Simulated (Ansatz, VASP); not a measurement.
# One calculation of Ti, two programs

```xyz
1
Lattice="-1.7656 1.6051 1.6051 1.7656 -1.6051 1.6051 1.7656 1.6051 -1.6051" Properties=species:S:1:pos:R:3 pbc="T T T"
Ti    0.0000    0.0000    0.0000
```

Change from the starting cell: strain +0.1000 x Voigt [1, 0, 0, 0, 0, 0], atoms carried along.

Alike in both runs: task single point; functional PBEsol; k mesh 26 × 26 × 26; occupations gaussian, width 0.15 eV; no spin polarisation.

|  | VASP | Ansatz |
| --- | --- | --- |
| version | VASP 6.6.1 | Ansatz 0.2.0 |
| potentials or method | VASP PAW PBE potentials, release 64 (Ti_sv), cutoff 520 eV | scalar-relativistic, plane waves, PAW |
| valence electrons in the cell | 12 | 12 |

|  | VASP | Ansatz | Ansatz less VASP |
| --- | --- | --- | --- |
| gap on the k mesh at the Fermi level (eV) | none | none | - |
| pressure (GPa) | -9.1 | -8.9 | +0.18 |
| traceless stress, the component that is largest in VASP (GPa) | 1.37 | 1.37 | +0.005 |

VASP's potentials were made for PBE, not for PBEsol. A gap of «none» marks a metal or a gap that the smearing closes. The functional is the same, so the differences come from potentials, cutoffs and numerics.
